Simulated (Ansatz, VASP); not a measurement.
## ZnCu in VASP and in Ansatz

```
CELL_PARAMETERS angstrom
2.84852 0.00000 0.00000
0.00000 2.84852 0.00000
0.00000 0.00000 2.84852
ATOMIC_POSITIONS crystal
Zn 0.50000 0.50000 0.50000
Cu 0.00000 0.00000 0.00000
```

Alike in both runs: task single point; functional PBEsol; k mesh 14 × 14 × 14; occupations gaussian, width 0.1 eV; no spin polarisation.

|  | VASP | Ansatz |
| --- | --- | --- |
| version | VASP 6.6.1 | Ansatz 0.2.0 |
| potentials or method | VASP PAW PBE potentials, release 64 (Zn, Cu), cutoff 520 eV | scalar-relativistic, plane waves, PAW |
| valence electrons in the cell | 23 | 31 |

```csv
,VASP,Ansatz,Ansatz less VASP
gap on the k mesh at the Fermi level (eV),none,none,-
pressure (GPa),10.7,9.9,-0.80
```

VASP's potentials were made for PBE, not for PBEsol. A gap of «none» marks a metal or a gap that the smearing closes. VASP's potentials hold 23 valence electrons a cell and Ansatz's 31, so a difference there can come from the potentials and not from the codes.
